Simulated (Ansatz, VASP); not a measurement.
## SiC: VASP beside Ansatz

Contents of INCAR:

```
SYSTEM = SiC
PREC     = Accurate       ! precision mode
ENCUT    = 520            ! plane-wave cutoff, eV
EDIFF    = 1E-6           ! SCF threshold, eV
ISMEAR   = -1             ! smearing method
SIGMA    = 0.08           ! smearing width, eV
LREAL    = .False.        ! projectors in reciprocal space
LASPH    = .True.         ! aspherical terms in the spheres
NELM     = 80             ! most SCF steps
ALGO     = Normal         ! electronic algorithm
ISIF     = 2              ! what is computed and relaxed
LWAVE    = .False.        ! write WAVECAR
LCHARG   = .False.        ! write CHGCAR
GGA      = PE             ! functional
NBANDS   = 16             ! bands
```

File KPOINTS:

```
Automatic mesh
0
Gamma
  15 15 8
  0 0 0
```

POSCAR

```
SiC
1.0
    2.9837182602      0.0000000000      0.0000000000
   -1.4918591301      2.5839758111      0.0000000000
    0.0000000000      0.0000000000      5.0480000000
Si C
2 2
Direct
    0.3333333333      0.6666666667      0.0000000000
    0.6666666667      0.3333333333      0.5000000000
    0.3333333333      0.6666666667      0.3850000000
    0.6666666667      0.3333333333      0.8850000000
```

Input for Ansatz:

```yaml
crystal:
  lattice:
    - [2.9837182602, 0.0, 0.0]
    - [-1.4918591301, 2.5839758111, 0.0]
    - [0.0, 0.0, 5.048]
  atoms:
    - { symbol: Si, position: [0.3333333333, 0.6666666667, 0.0] }
    - { symbol: Si, position: [0.6666666667, 0.3333333333, 0.5] }
    - { symbol: C, position: [0.3333333333, 0.6666666667, 0.385] }
    - { symbol: C, position: [0.6666666667, 0.3333333333, 0.885] }
kpoints:
  mp_grid: { grid: [15, 15, 8] }
  band_path:
    path:
      - [0.0, 0.0, 0.0]
      - [0.5, 0.0, 0.0]
      - [0.3333333333, 0.3333333333, 0.0]
      - [0.0, 0.0, 0.0]
      - [0.0, 0.0, 0.5]
      - [0.5, 0.0, 0.5]
      - [0.3333333333, 0.3333333333, 0.5]
      - [0.0, 0.0, 0.5]
      - [0.5, 0.0, 0.5]
    npoints: 5
scf:
  occupations: { method: fermi_dirac, width: 0.08 }
hamiltonian:
  xc: pbe
  pseudopotentials: { kind: all_electron, lapw: { basis_error: 0.001 } }
output:
  forces: true
  stress: true
  eigenvalues: true
```

Change from the starting cell: equal xx and yy strain of -3 %.

Alike in both runs: task single point; functional PBE; k mesh 15 × 15 × 8; occupations fermi-dirac, width 0.08 eV; no spin polarisation.

|  | VASP | Ansatz |
| --- | --- | --- |
| version | VASP 6.6.1 | Ansatz 0.2.0 |
| potentials or method | VASP PAW PBE potentials, release 64 (Si, C), cutoff 520 eV | all-electron LAPW, scalar-relativistic |

Ansatz gave:

```
pressure (GPa)                                                : 20.4
traceless stress, the component that is largest in VASP (GPa) : -17.09
rms of the force components (eV/Å)                            : 0.665
```

**Question.** What did VASP give for the same quantities?

**Answer.** Pressure (GPa): 20.3; traceless stress, the component that is largest in VASP (GPa): -17.17; rms of the force components (eV/Å): 0.665.

Atom by atom the forces differ by 0.000 eV/Å (rms over components). Ansatz ran all-electron here, and VASP with PAW potentials.
